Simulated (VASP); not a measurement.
Input of a VASP 6.6.1 run:

File POSCAR:

```
Pm
1.0
   -2.1220840457      2.1220840457      2.1220840457
    2.1220840457     -2.1220840457      2.1220840457
    2.1220840457      2.1220840457     -2.1220840457
Pm
1
Direct
    0.0000000000      0.0000000000      0.0000000000
```

The input INCAR.step1:

```
PREC = Accurate ; ENCUT = 520
ISMEAR = 0 ; SIGMA = 0.05
LREAL = False ; LASPH = True
NELM = 150 ; ISPIN = 2
MAGMOM = 5.67 ; LMAXMIX = 6
NBANDS = 18 ; GGA = PE
ALGO = Normal ; EDIFF = 1E-4
LWAVE = True ; LCHARG = False
```

The input INCAR.step2:

```
PREC = Accurate ; ENCUT = 520
EDIFF = 1E-7 ; ISMEAR = 0
SIGMA = 0.05 ; LREAL = False
LASPH = True ; NELM = 150
ALGO = Normal ; ISIF = 2
LWAVE = False ; LCHARG = False
ISPIN = 2 ; MAGMOM = 5.67
LORBIT = 11 ; LMAXMIX = 6
METAGGA = R2SCAN ; LMIXTAU = True
NBANDS = 18 ; ISTART = 1
```

File KPOINTS:

```
Automatic mesh
0
Gamma
  14 14 14
```

Potentials or basis: VASP PAW PBE potentials, release 64 (Pm).

The run is started by

```bash
$ cat potpaw_PBE.64/Pm/POTCAR > POTCAR
$ cp INCAR.step1 INCAR
$ mpirun -np 1 vasp_std > vasp.out
$ cp INCAR.step2 INCAR
$ mpirun -np 1 vasp_std > vasp.out
```

**Question.** Predict the site moments.

**Answer.** Pm +4.54 μB.

**Question.** Predict the pressure.

**Answer.** -0.5 GPa.

**Question.** What does it give for the net moment?

**Answer.** 5.37 μB per cell.

Caveat: the magnetic or orbital state may not be the lowest; the PAW data sets were made with another functional, which shifts forces and pressure a little. The state reached can hang on the start; a lower one may exist.
